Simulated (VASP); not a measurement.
Runs of VASP 6.6.1 on Hg. The structure is that of space group P6/mmm (No. 191), or close to it. The cells are those of the table. 

```tsv
cell	gap on the mesh (eV)	pressure (GPa)
a = 5.272, b = 5.272, c = 3.107 Å, angles 90.0, 90.0, 120.0°, 3 atoms	none	(b)
a = 5.104, b = 5.104, c = 3.008 Å, angles 90.0, 90.0, 120.0°, 3 atoms	none	(a)
a = 5.379, b = 5.379, c = 3.170 Å, angles 90.0, 90.0, 120.0°, 3 atoms	none	-0.5
a = 5.480, b = 5.480, c = 3.262 Å, angles 90.0, 90.0, 120.0°, 3 atoms	none	-1.4
a = 5.431, b = 5.431, c = 3.200 Å, angles 90.0, 90.0, 120.0°, 3 atoms	none	-1.0
```

Alike in all rows: task single point; level PBE+D3(BJ); potentials or basis VASP PAW PBE potentials, release 64 (Hg); no spin polarisation; k mesh 9 × 9 × 14; cutoff (eV) 520; smearing gaussian 0.1 eV.

Estimate the missing entries.

(a) 5.4; (b) 1.2.

Caveats: spin-orbit coupling is left out, which moves the levels of the heavy elements; the cell stands under pressure (at least some runs).

A k mesh can miss the band edges, and the runs leave out spin-orbit coupling on Hg.

A gap of «none» marks levels without a gap at the run's occupations.
